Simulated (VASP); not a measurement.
Set up this calculation in VASP 6.6.1, as the native input.

| Item | Value |
| --- | --- |
| Task | single point |
| Functional | PBE |
| Potentials or basis | VASP PAW PBE potentials, release 64 (Tl_d, Cl) |
| Cutoff | 500 eV |
| k mesh | 8 × 8 × 8 |
| Occupations | fermi-dirac, width 0.02 eV |
| Spin | no spin polarisation |
| Dipole correction | no |
| Further INCAR settings | ALGO = Normal; EDIFF = 1e-06; NBANDS = 17 |

The structure of TlCl lies in POSCAR:

```
TlCl
1.0
    3.8968636320      0.0000000000      0.0000000000
    0.0000000000      3.8968636320      0.0000000000
    0.0000000000      0.0000000000      3.8968636320
Tl Cl
1 1
Direct
    0.0000000000      0.0000000000      0.0000000000
    0.5000000000      0.5000000000      0.5000000000
```

The input as run:

INCAR

```
PREC     = Accurate       # precision mode
ENCUT    = 500            # plane-wave cutoff, eV
EDIFF    = 1E-6           # SCF threshold, eV
ISMEAR   = -1             # smearing method
SIGMA    = 0.02           # smearing width, eV
LREAL    = F              # projectors in reciprocal space
LASPH    = T              # aspherical terms in the spheres
NELM     = 120            # most SCF steps
ALGO     = Normal         # electronic algorithm
ISIF     = 2              # what is computed and relaxed
LWAVE    = F              # write WAVECAR
LCHARG   = F              # write CHGCAR
GGA      = PE             # functional
NBANDS   = 17             # bands
GGA_COMPAT= F
```

KPOINTS

```
Automatic mesh
0
Gamma
  8 8 8
```

Potentials or basis: VASP PAW PBE potentials, release 64 (Tl_d, Cl).

Command:

```console
$ cat potpaw_PBE.64/Tl_d/POTCAR potpaw_PBE.64/Cl/POTCAR > POTCAR
$ mpirun -np 1 vasp_std > vasp.out
```

It gave:

```
Pressure               : 0.0 GPa
Band gap on the k mesh : 2.20 eV
```

Caveat: spin-orbit coupling is left out, which moves the levels of the heavy elements.

It took 31 s on 1 thread of Intel Xeon 8259CL, with other jobs on the host, peak memory 0.17 GiB.
